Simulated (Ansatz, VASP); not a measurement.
## ZnAu in VASP and in Ansatz

The input INCAR:

```
ALGO     = Normal         # electronic algorithm
EDIFF    = 1E-8           # SCF threshold, eV
ENCUT    = 520            # plane-wave cutoff, eV
GGA      = PS             # functional
ISIF     = 2              # what is computed and relaxed
ISMEAR   = -1             # smearing method
LASPH    = T              # aspherical terms in the spheres
LCHARG   = F              # write CHGCAR
LEFG     = T            
LREAL    = F              # projectors in reciprocal space
LWAVE    = F              # write WAVECAR
NBANDS   = 18             # bands
NELM     = 80             # most SCF steps
PREC     = Accurate       # precision mode
SIGMA    = 0.05           # smearing width, eV
```

KPOINTS

```
k-points
0
Gamma
  13 13 13
```

File POSCAR:

```
ZnAu
1.0
    3.2087215522      0.0000000000      0.0000000000
    0.0000000000      3.2087215522      0.0000000000
    0.0000000000      0.0000000000      3.2087215522
Zn Au
1 1
Direct
    0.5000000000      0.5000000000      0.5000000000
    0.0000000000      0.0000000000      0.0000000000
```

Input for Ansatz:

```yaml
crystal:
  lattice:
    - [3.2087215522, 0.0, 0.0]
    - [0.0, 3.2087215522, 0.0]
    - [0.0, 0.0, 3.2087215522]
  atoms:
    - { symbol: Zn, position: [0.5, 0.5, 0.5] }
    - { symbol: Au, position: [0.0, 0.0, 0.0] }
kpoints:
  mp_grid: { grid: [13, 13, 13] }
scf:
  occupations: { method: fermi_dirac, width: 0.05 }
hamiltonian:
  xc: pbesol
  pseudopotentials: { kind: all_electron, datasets: crystal }
output:
  forces: true
  stress: true
  eigenvalues: true
  efg: { contact_densities: true }
```

Change from the starting cell: volume scaled by 1.06, crystal datasets.

Alike in both runs: task electric field gradients; functional PBEsol; k mesh 13 × 13 × 13; occupations fermi-dirac, width 0.05 eV; no spin polarisation.

|  | VASP | Ansatz |
| --- | --- | --- |
| version | VASP 6.6.1 | Ansatz 0.2.0 |
| potentials or method | VASP PAW PBE potentials, release 64 (Zn, Au), cutoff 520 eV | all-electron PAW with datasets made for the crystal, scalar-relativistic |

VASP gave:

* pressure (GPa): -8.7

Q: What did Ansatz give for the same quantities?

A: Pressure (GPa): -8.8.

VASP's potentials were made for PBE, not for PBEsol. Ansatz ran all-electron here, and VASP with PAW potentials.

Neither program's run includes spin-orbit coupling.
